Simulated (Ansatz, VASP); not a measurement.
# Two plane-wave programs on GaO

```xyz
2
Lattice="2.8313 0.0000 0.0000 0.0000 2.8313 0.0000 0.0000 0.0000 2.8359" Properties=species:S:1:pos:R:3 pbc="T T T"
Ga    1.4157    1.4157    1.4179
O     0.0000    0.0000    0.0000
```

Change from the starting cell: species swapped into the ZnPt type (P4/mmm, No. 123).

Alike in both runs: functional PBE; k mesh 6 × 6 × 6; occupations gaussian, width 0.1 eV; no spin polarisation.

Ansatz relaxed the structure, and its values are those at the end. VASP's run is a single point on that final structure, the one shown.

|  | VASP | Ansatz |
| --- | --- | --- |
| version | VASP 6.6.1 | Ansatz 0.2.0 |
| potentials or method | VASP PAW PBE potentials, release 64 (Ga_d, O), cutoff 520 eV | scalar-relativistic, plane waves, PAW |
| valence electrons in the cell | 19 | 19 |

Ansatz gave:

```
gap on the k mesh at the Fermi level (eV) : none
pressure (GPa)                            : 0.1
```

Problem. Which values does VASP return?

Solution. gap on the k mesh at the Fermi level (eV): none; pressure (GPa): 0.3.

A gap of «none» marks a metal or a gap that the smearing closes.

The k mesh is coarse, so the values compare programs but aren't converged.
